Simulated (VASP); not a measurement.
## ZrN: single point with PBEsol

The system is ZrN.

```
Zr N
1.0
     0.00000    2.27677    2.27677
     2.27677    0.00000    2.27677
     2.27677    2.27677    0.00000
Zr N
1 1
Direct
  0.50000 0.50000 0.50000
  0.00000 0.00000 0.00000
```

```
Program             : VASP 6.6.1
Task                : single point
Functional          : PBEsol
Potentials or basis : VASP PAW PBE potentials, release 64 (Zr_sv, N)
Cutoff              : 600 eV
k mesh              : 11 × 11 × 11
Occupations         : fermi-dirac, width 0.1 eV
Spin                : no spin polarisation
```

* Pressure: 0.2 GPa
* Band gap on the k mesh: zero (an odd number of electrons rules out a gap without spin polarisation)

Levels at points of the mesh, in eV from the Fermi level:
```csv
k point,band 7,band 8,band 9,band 10,band 11,band 12
"(0.00, 0.00, 0.00)",-2.63,-2.63,-0.39,-0.39,-0.39,1.65
```

Run time: 26 s on 1 thread of Intel Xeon 8259CL, on a shared host, peak memory 0.17 GiB.

Caveat: the PAW data sets were made with another functional, which shifts forces and pressure a little; an odd number of electrons without spin polarisation forces a metal; a magnetic or distorted state may lie lower.
